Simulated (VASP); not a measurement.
# BAs (F-43m) in VASP: a series of runs

Runs on BAs. Level: PBE. Tasks: single point.

Everything below comes from runs of VASP 6.6.1. Logs are shortened: lines on timing, memory, paths and dates and some standing lists are left out, and cuts for length are marked.

## Step 1: The cell of the first run

Symmetry: F-43m, No. 216, cubic system. The conventional cell has a = 4.809 Å, b = 4.809 Å, c = 4.809 Å, α = 90.00°, β = 90.00°, γ = 90.00°. B (site symmetry -43m) has 4 As at 2.08 Å within 2.8 Å. Within 2.8 Å of As (site symmetry -43m) lie 4 B at 2.08 Å.

## Step 2: Single point, PBE (volume scaled by 1.02)

The input, INCAR:

```
SYSTEM = BAs
ALGO = Normal
EDIFF = 1E-6
ENCUT = 520
GGA = PE
ISIF = 2
ISMEAR = -1
LASPH = .TRUE.
LCHARG = .TRUE.
LELF = .TRUE.
LREAL = .FALSE.
LVHAR = .TRUE.
LWAVE = .FALSE.
NBANDS = 11
NELM = 60
PREC = Accurate
SIGMA = 0.03
```

The input, KPOINTS:

```
k-points
0
G
  15 15 15
  0 0 0
```

The input, POSCAR:

```
BAs
1.0
    0.0000000000      2.4043183418      2.4043183418
    2.4043183418      0.0000000000      2.4043183418
    2.4043183418      2.4043183418      0.0000000000
B As
1 1
Direct
    0.0000000000      0.0000000000      0.0000000000
    0.7500000000      0.7500000000      0.7500000000
```

Potentials or basis: VASP PAW PBE potentials, release 64 (B, As).

Started as:

```
> cat potpaw_PBE.64/B/POTCAR potpaw_PBE.64/As/POTCAR > POTCAR
> mpirun -np 1 vasp_std > vasp.out
```

OUTCAR:

```text
SYSTEM = BAs
   EDIFF = 1E-6
   ENCUT = 520
   GGA = PE
   ISIF = 2
   ISMEAR = -1
   LASPH = .TRUE.
   LREAL = .FALSE.
   NELM = 60
   PREC = Accurate

 ion  position               nearest neighbor table
   1  0.000  0.000  0.000-   2 2.08   2 2.08   2 2.08   2 2.08
   2  0.750  0.750  0.750-   1 2.08   1 2.08   1 2.08   1 2.08

  LATTYP: Found a face centered cubic cell.
 ALAT       =     4.8086366836

  Lattice vectors:

 A1 = (   0.0000000000,   2.4043183418,   2.4043183418)
 A2 = (   2.4043183418,   0.0000000000,   2.4043183418)
 A3 = (   2.4043183418,   2.4043183418,   0.0000000000)

Analysis of symmetry for initial positions (statically):
=====================================================================
 Subroutine PRICEL returns:
 Original cell was already a primitive cell.

 Routine SETGRP: Setting up the symmetry group for a
 face centered cubic supercell.

 Subroutine GETGRP returns: Found 24 space group operations
 (whereof 24 operations were pure point group operations)
 out of a pool of 48 trial point group operations.

The static configuration has the point symmetry T_d .

Analysis of symmetry for dynamics (positions and initial velocities):
=====================================================================
 Subroutine PRICEL returns:
 Original cell was already a primitive cell.

 Routine SETGRP: Setting up the symmetry group for a
 face centered cubic supercell.

 Subroutine GETGRP returns: Found 24 space group operations
 (whereof 24 operations were pure point group operations)
 out of a pool of 48 trial point group operations.

The dynamic configuration has the point symmetry T_d .

 Subroutine INISYM returns: Found 24 space group operations
 (whereof 24 operations are pure point group operations),
 and found     1 'primitive' translations

----------------------------------------------------------------------------------------

                                     Primitive cell

  volume of cell :      27.7975

  direct lattice vectors                    reciprocal lattice vectors
     0.000000000  2.404318342  2.404318342    -0.207959151  0.207959151  0.207959151
     2.404318342  0.000000000  2.404318342     0.207959151 -0.207959151  0.207959151
     2.404318342  2.404318342  0.000000000     0.207959151  0.207959151 -0.207959151

  length of vectors
     3.400219607  3.400219607  3.400219607     0.360195815  0.360195815  0.360195815

  position of ions in fractional coordinates (direct lattice)
     0.000000000  0.000000000  0.000000000
[... 80 lines left out ...]
   EDIFFG = 0.1E-04   stopping-criterion for IOM
   NSW    =      0    number of steps for IOM
   IBRION =     -1    ionic relax: 0-MD 1-quasi-New 2-CG
   NFREE  =      0    steps in history (QN), initial steepest desc. (CG)
   ISIF   =      2    stress and relaxation
   ISYM   =      2    0-nonsym 1-usesym 2-fastsym
   POTIM  = 0.5000    time-step for ionic-motion
   TEBEG  =    0.0;   TEEND  =   0.0 temperature during run
   PSTRESS=    0.0 pullay stress
   NELECT =       8.0000    total number of electrons
   NUPDOWN=      -1.0000    fix difference up-down
   EMIN   =  10.00;   EMAX   =-10.00  energy-range for DOS
   EFERMI =   0.00;   METHOD = LEGACY
   ISMEAR =    -1;   SIGMA  =   0.03  broadening in eV -4-tet -1-fermi 0-gaus
   EFERMI_NEDOS =   21; number of points for ismear=-14 and -15
   IALGO  =     38    algorithm
   IMIX   =      4    mixing-type and parameters
     AMIX     =   0.40;   BMIX     =  1.00
     AMIX_MAG =   1.60;   BMIX_MAG =  1.00
  volume/ion in A,a.u.               =      13.90        93.79
  Fermi-wavevector in a.u.,A,eV,Ry     =   1.080860  2.042530 15.895126  1.168259
  Thomas-Fermi vector in A             =   2.216862
   LORBIT       =      0    0 simple, 1 ext, 2 COOP (PROOUT), +10 PAW based schemes
   GGA     = PE    functional components
   LHFCALC =     F    Hartree Fock is set to
   AEXX    =    0.0000 exact exchange contribution
   IVDW    =     0    specifies the selected vdW correction
   LEPSILON=     F    determine dielectric tensor
   LRPA    =     F    only Hartree local field effects (RPA)
 non-spin polarized calculation
  energy-cutoff  :      520.00
  volume of cell :       27.80
 maximum number of plane-waves:       763
 NGX is ok and might be reduce to    28
   NGX = 13   NGY = 13   NGZ = 13

 number of electron       8.0000000 magnetization

 Free energy of the ion-electron system (eV)
  ---------------------------------------------------
  ext. energy  EPLUGINS =         0.00000000
  ---------------------------------------------------
  free energy    TOTEN  =       -11.41377024 eV

  energy without entropy =      -11.41377024  energy(sigma->0) =      -11.41377024

 E-fermi :   6.4660     XC(G=0): -10.4988

 val. band max:        5.9093858569   @ k =   0.0000   0.0000   0.0000
 cond. band min:       7.1051367267   @ k =   0.4000   0.4000   0.0000
 fundamental gap:      1.1957508699
 Fermi energy:         6.4659719729

 k-point     1 :       0.0000    0.0000    0.0000
  band No.  band energies     occupation
      1      -9.3126      2.00000
      2       5.9094      2.00000
      3       5.9094      2.00000
      4       5.9094      2.00000
      5       9.1614      0.00000
      6       9.1614      0.00000
      7       9.1614      0.00000
      8      10.3456      0.00000
      9      15.3971      0.00000
     10      18.7804      0.00000
     11      18.7804      0.00000
[... 309 lines left out ...]
 k-point    24 :       0.2000    0.1333    0.0000
  band No.  band energies     occupation
      1      -8.6721      2.00000
      2       3.1015      2.00000
      3       4.2529      2.00000
      4       4.4506      2.00000
      5       8.4089      0.00000
      6      10.8934      0.00000
      7      11.4262      0.00000
      8      11.9329      0.00000
      9      15.6462      0.00000
     10      17.6270      0.00000
     11      19.0270      0.00000

 [... further k-points ...]
[... 5 lines left out ...]
  --------------------------------------------------------------------------------------
  -------------------------------------------------------------------------------------
  Total        0.1125559      0.1125559      0.1125559      0.0000000      0.0000000      0.0000000
  in kB        6.4874348      6.4874348      6.4874348      0.0000000      0.0000000      0.0000000
  external PRESSURE =       6.4874348 kB  Pullay stress =       0.0000000 kB

 VOLUME and BASIS-vectors are now :
 -----------------------------------------------------------------------------
  energy-cutoff  :      520.00
  volume of cell :       27.80
      direct lattice vectors                 reciprocal lattice vectors
     0.000000000  2.404318342  2.404318342    -0.207959151  0.207959151  0.207959151
     2.404318342  0.000000000  2.404318342     0.207959151 -0.207959151  0.207959151
     2.404318342  2.404318342  0.000000000     0.207959151  0.207959151 -0.207959151

 POSITION                                       TOTAL-FORCE (eV/Angst)
 -----------------------------------------------------------------------------------
      0.00000      0.00000      0.00000         0.000000     -0.000000      0.000000
      3.60648      3.60648      3.60648        -0.000000      0.000000     -0.000000
 -----------------------------------------------------------------------------------
    total drift:                                0.000000      0.000000      0.000000

  FREE ENERGIE OF THE ION-ELECTRON SYSTEM (eV)
  ---------------------------------------------------
  free  energy   TOTEN  =       -11.4137702411 eV

  energy  without entropy=      -11.4137702411  energy(sigma->0) =      -11.41377024
```

It took 48 s on 1 thread of AMD EPYC 7R43 (Zen 3), shared host; peak memory 0.15 GiB.

Results:

- Free energy: -11.4138 eV
- Pressure: 0.6 GPa
- Band gap on the k mesh: 1.20 eV, indirect (least direct gap 3.25 eV)

## Step 3: Single point, PBE (volume scaled by 1.04)

The input, INCAR:

```
SYSTEM = BAs
  PREC = Accurate
  ENCUT = 520
  EDIFF = 1E-6
  ISMEAR = -1
  SIGMA = 0.03
  LREAL = .False.
  LASPH = .True.
  NELM = 80
  ALGO = Normal
  ISIF = 2
  LWAVE = .False.
  LCHARG = .False.
  GGA = PE
  NBANDS = 11
```

The input, KPOINTS:

```
Automatic mesh
0
Gamma
  15 15 15
  0 0 0
```

The input, POSCAR:

```
BAs
1.0
    0.0000000000      2.4199312360      2.4199312360
    2.4199312360      0.0000000000      2.4199312360
    2.4199312360      2.4199312360      0.0000000000
B As
1 1
Direct
    0.0000000000      0.0000000000      0.0000000000
    0.7500000000      0.7500000000      0.7500000000
```

Potentials or basis: VASP PAW PBE potentials, release 64 (B, As).

Started as:

```
> cat potpaw_PBE.64/B/POTCAR potpaw_PBE.64/As/POTCAR > POTCAR
> mpirun -np 1 vasp_std > vasp.out
```

OUTCAR:

```text
SYSTEM = BAs
   PREC = Accurate
   ENCUT = 520
   EDIFF = 1E-6
   ISMEAR = -1
   LREAL = .False.
   LASPH = .True.
   NELM = 80
   ISIF = 2
   GGA = PE

 ion  position               nearest neighbor table
   1  0.000  0.000  0.000-   2 2.10   2 2.10   2 2.10   2 2.10
   2  0.750  0.750  0.750-   1 2.10   1 2.10   1 2.10   1 2.10

  LATTYP: Found a face centered cubic cell.
 ALAT       =     4.8398624720

  Lattice vectors:

 A1 = (   0.0000000000,   2.4199312360,   2.4199312360)
[... 513 lines left out ...]
      6      10.5689      0.00000
      7      11.1476      0.00000
      8      11.6241      0.00000
      9      15.3609      0.00000
     10      17.2790      0.00000
     11      18.7422      0.00000

 [... further k-points ...]
[... 5 lines left out ...]
  --------------------------------------------------------------------------------------
  -------------------------------------------------------------------------------------
  Total       -0.3293876     -0.3293876     -0.3293876     -0.0000000      0.0000000     -0.0000000
  in kB      -18.6199632    -18.6199632    -18.6199632     -0.0000000      0.0000000     -0.0000000
  external PRESSURE =     -18.6199632 kB  Pullay stress =       0.0000000 kB

 VOLUME and BASIS-vectors are now :
 -----------------------------------------------------------------------------
  energy-cutoff  :      520.00
  volume of cell :       28.34
      direct lattice vectors                 reciprocal lattice vectors
     0.000000000  2.419931236  2.419931236    -0.206617441  0.206617441  0.206617441
     2.419931236  0.000000000  2.419931236     0.206617441 -0.206617441  0.206617441
     2.419931236  2.419931236  0.000000000     0.206617441  0.206617441 -0.206617441

 POSITION                                       TOTAL-FORCE (eV/Angst)
 -----------------------------------------------------------------------------------
      0.00000      0.00000      0.00000        -0.000000     -0.000000     -0.000000
      3.62990      3.62990      3.62990         0.000000      0.000000      0.000000
 -----------------------------------------------------------------------------------
    total drift:                                0.000000      0.000000      0.000000

  FREE ENERGIE OF THE ION-ELECTRON SYSTEM (eV)
  ---------------------------------------------------
  free  energy   TOTEN  =       -11.4117634525 eV

  energy  without entropy=      -11.4117634525  energy(sigma->0) =      -11.41176345
```

Wall time 50 s (1 thread of AMD EPYC 7R43 (Zen 3), shared host); peak memory 0.14 GiB.

What came out:

| Property | Result |
| --- | --- |
| Free energy | -11.4118 eV |
| Pressure | -1.9 GPa |
| Band gap on the k mesh | 1.22 eV, indirect (least direct gap 3.23 eV) |

## Step 4: Single point, PBE (volume scaled by 0.94)

The input, INCAR:

```
ALGO = Normal
EDIFF = 1E-6
ENCUT = 520
GGA = PE
ISIF = 2
ISMEAR = -1
LASPH = True
LCHARG = False
LREAL = False
LWAVE = False
NBANDS = 11
NELM = 100
PREC = Accurate
SIGMA = 0.03
```

The input, KPOINTS:

```
k-points
0
Gamma
  15 15 15
```

The input, POSCAR:

```
BAs
1.0
    0.0000000000      2.3397414207      2.3397414207
    2.3397414207      0.0000000000      2.3397414207
    2.3397414207      2.3397414207      0.0000000000
B As
1 1
Direct
    0.0000000000      0.0000000000      0.0000000000
    0.7500000000      0.7500000000      0.7500000000
```

Started as:

```
> cat potpaw_PBE.64/B/POTCAR potpaw_PBE.64/As/POTCAR > POTCAR
> mpirun -np 1 vasp_std > vasp.out
```

Run time: 23 s. Hardware: 1 thread of AMD EPYC 9R45 (Zen 5), shared host; peak memory 0.15 GiB.

Results (log left out):

```yaml
Free_energy: -11.3218 eV
Pressure: 13.7 GPa
Band_gap_on_the_k_mesh: 1.11 eV, indirect (least direct gap 3.36 eV)
```

Levels at points of the mesh, in eV from the valence-band top:
| k point | band 2 | band 3 | band 4 | band 5 | band 6 | band 7 |
| --- | --- | --- | --- | --- | --- | --- |
| (0.00, 0.00, 0.00) | 0.00 | 0.00 | 0.00 | 3.36 | 3.36 | 3.36 |

 A k mesh can miss the band edges.

## Step 5: Single point, PBE (volume scaled by 0.98)

The input, INCAR:

```
SYSTEM = BAs
ALGO = Normal
EDIFF = 1E-6
ENCUT = 520
GGA = PE
ISIF = 2
ISMEAR = -1
LASPH = .True.
LCHARG = .False.
LREAL = .False.
LWAVE = .False.
NBANDS = 11
NELM = 100
PREC = Accurate
SIGMA = 0.03
```

The input, KPOINTS:

```
k-points
0
Gamma
  15 15 15
  0 0 0
```

The input, POSCAR:

```
BAs
1.0
    0.0000000000      2.3724693156      2.3724693156
    2.3724693156      0.0000000000      2.3724693156
    2.3724693156      2.3724693156      0.0000000000
B As
1 1
Direct
    0.0000000000      0.0000000000      0.0000000000
    0.7500000000      0.7500000000      0.7500000000
```

Started as:

```
> cat potpaw_PBE.64/B/POTCAR potpaw_PBE.64/As/POTCAR > POTCAR
> mpirun -np 1 vasp_std > vasp.out
```

Wall time 23 s (1 thread of AMD EPYC 9R45 (Zen 5), shared host); peak memory 0.15 GiB.

Results (log left out):

```yaml
Free_energy: -11.3899 eV
Pressure: 6.5 GPa
Band_gap_on_the_k_mesh: 1.15 eV, indirect (least direct gap 3.30 eV)
```

Levels at points of the mesh, in eV from the valence-band top:
| k point | band 1 | band 2 | band 3 | band 4 | band 5 | band 6 | band 7 | band 8 |
| --- | --- | --- | --- | --- | --- | --- | --- | --- |
| (0.00, 0.00, 0.00) | -15.59 | 0.00 | 0.00 | 0.00 | 3.30 | 3.30 | 3.30 | 4.95 |

## Step 6: Single point, PBE (volume scaled by 0.96)

The input, INCAR:

```
PREC = Accurate ; ENCUT = 520
EDIFF = 1E-6 ; ISMEAR = -1
SIGMA = 0.03 ; LREAL = False
LASPH = True ; NELM = 80
ALGO = Normal ; ISIF = 2
LWAVE = False ; LCHARG = False
GGA = PE ; NBANDS = 11
```

The input, KPOINTS:

```
Automatic mesh
0
Gamma
  15 15 15
```

The input, POSCAR:

```
BAs
1.0
    0.0000000000      2.3562190158      2.3562190158
    2.3562190158      0.0000000000      2.3562190158
    2.3562190158      2.3562190158      0.0000000000
B As
1 1
Direct
    0.0000000000      0.0000000000      0.0000000000
    0.7500000000      0.7500000000      0.7500000000
```

Potentials or basis: VASP PAW PBE potentials, release 64 (B, As).

Started as:

```
> cat potpaw_PBE.64/B/POTCAR potpaw_PBE.64/As/POTCAR > POTCAR
> mpirun -np 1 vasp_std > vasp.out
```

OUTCAR:

```text
PREC = Accurate
   ENCUT = 520
   EDIFF = 1E-6
   ISMEAR = -1
   LREAL = False
   LASPH = True
   NELM = 80
   ISIF = 2
   GGA = PE

 ion  position               nearest neighbor table
   1  0.000  0.000  0.000-   2 2.04   2 2.04   2 2.04   2 2.04
   2  0.750  0.750  0.750-   1 2.04   1 2.04   1 2.04   1 2.04

  LATTYP: Found a face centered cubic cell.
 ALAT       =     4.7124380316

  Lattice vectors:

 A1 = (   0.0000000000,   2.3562190158,   2.3562190158)
 A2 = (   2.3562190158,   0.0000000000,   2.3562190158)
 A3 = (   2.3562190158,   2.3562190158,   0.0000000000)

Analysis of symmetry for initial positions (statically):
=====================================================================
 Subroutine PRICEL returns:
 Original cell was already a primitive cell.

 Routine SETGRP: Setting up the symmetry group for a
 face centered cubic supercell.

 Subroutine GETGRP returns: Found 24 space group operations
 (whereof 24 operations were pure point group operations)
 out of a pool of 48 trial point group operations.

The static configuration has the point symmetry T_d .

[... 162 lines left out ...]
 val. band max:        6.5845037832   @ k =   0.0000   0.0000   0.0000
 cond. band min:       7.7170155942   @ k =   0.4000   0.4000   0.0000
 fundamental gap:      1.1325118110
 Fermi energy:         7.1087089387

 k-point     1 :       0.0000    0.0000    0.0000
  band No.  band energies     occupation
      1      -9.1962      2.00000
      2       6.5845      2.00000
      3       6.5845      2.00000
      4       6.5845      2.00000
      5       9.9137      0.00000
      6       9.9137      0.00000
      7       9.9137      0.00000
      8      11.7967      0.00000
      9      16.3712      0.00000
     10      19.7024      0.00000
     11      19.7024      0.00000
[... 309 lines left out ...]
 k-point    24 :       0.2000    0.1333    0.0000
  band No.  band energies     occupation
      1      -8.5185      2.00000
      2       3.7247      2.00000
      3       4.8108      2.00000
      4       5.0690      2.00000
      5       9.1137      0.00000
      6      11.9123      0.00000
      7      12.3255      0.00000
      8      12.9185      0.00000
      9      16.5968      0.00000
     10      18.7643      0.00000
     11      19.9435      0.00000

 [... further k-points ...]
[... 5 lines left out ...]
  --------------------------------------------------------------------------------------
  -------------------------------------------------------------------------------------
  Total        1.6155167      1.6155167      1.6155167     -0.0000000      0.0000000      0.0000000
  in kB       98.9338847     98.9338847     98.9338847     -0.0000000      0.0000000      0.0000000
  external PRESSURE =      98.9338847 kB  Pullay stress =       0.0000000 kB

 VOLUME and BASIS-vectors are now :
 -----------------------------------------------------------------------------
  energy-cutoff  :      520.00
  volume of cell :       26.16
      direct lattice vectors                 reciprocal lattice vectors
     0.000000000  2.356219016  2.356219016    -0.212204382  0.212204382  0.212204382
     2.356219016  0.000000000  2.356219016     0.212204382 -0.212204382  0.212204382
     2.356219016  2.356219016  0.000000000     0.212204382  0.212204382 -0.212204382

 POSITION                                       TOTAL-FORCE (eV/Angst)
 -----------------------------------------------------------------------------------
      0.00000      0.00000      0.00000         0.000000      0.000000      0.000000
      3.53433      3.53433      3.53433        -0.000000     -0.000000     -0.000000
 -----------------------------------------------------------------------------------
    total drift:                                0.000000      0.000000      0.000000

  FREE ENERGIE OF THE ION-ELECTRON SYSTEM (eV)
  ---------------------------------------------------
  free  energy   TOTEN  =       -11.3619354731 eV

  energy  without entropy=      -11.3619354731  energy(sigma->0) =      -11.36193547
```

stdout:

```text
POSCAR found type information on POSCAR B As
 POSCAR found :  2 types and       2 ions
 scaLAPACK will be used
 LDA part: xc-table for (Slater+PW92), standard interpolation
 POSCAR, INCAR and KPOINTS ok, starting setup
 FFT: planning ... GRIDC
 FFT: planning ... GRID_SOFT
 FFT: planning ... GRID
 WAVECAR not read
 entering main loop
```

Run time: 23 s. Hardware: 1 thread of AMD EPYC 9R45 (Zen 5), shared host; peak memory 0.15 GiB.

Results:

```yaml
Free_energy: -11.3619 eV
Pressure: 9.9 GPa
Band_gap_on_the_k_mesh: 1.13 eV, indirect (least direct gap 3.33 eV)
```

Levels at points of the mesh, in eV from the valence-band top:
```
           k point  band 2  band 3  band 4  band 5  band 6  band 7
(0.00, 0.00, 0.00)    0.00    0.00    0.00    3.33    3.33    3.33
```

## Step 7: Summary

| cell | gap on the mesh (eV) | pressure (GPa) |
| --- | --- | --- |
| a = 3.400 Å, angles 60.0°, 2 atoms | 1.20 | 0.6 |
| a = 3.422 Å, angles 60.0°, 2 atoms | 1.22 | -1.9 |
| a = 3.309 Å, angles 60.0°, 2 atoms | 1.11 | 13.7 |
| a = 3.355 Å, angles 60.0°, 2 atoms | 1.15 | 6.5 |
| a = 3.332 Å, angles 60.0°, 2 atoms | 1.13 | 9.9 |

Alike in all rows: task single point; level PBE; potentials or basis VASP PAW PBE potentials, release 64 (B, As); no spin polarisation; k mesh 15 × 15 × 15; cutoff (eV) 520; smearing fermi-dirac 0.03 eV.

Total energies depend on the potentials used, so only differences within one code and one set of settings carry meaning.
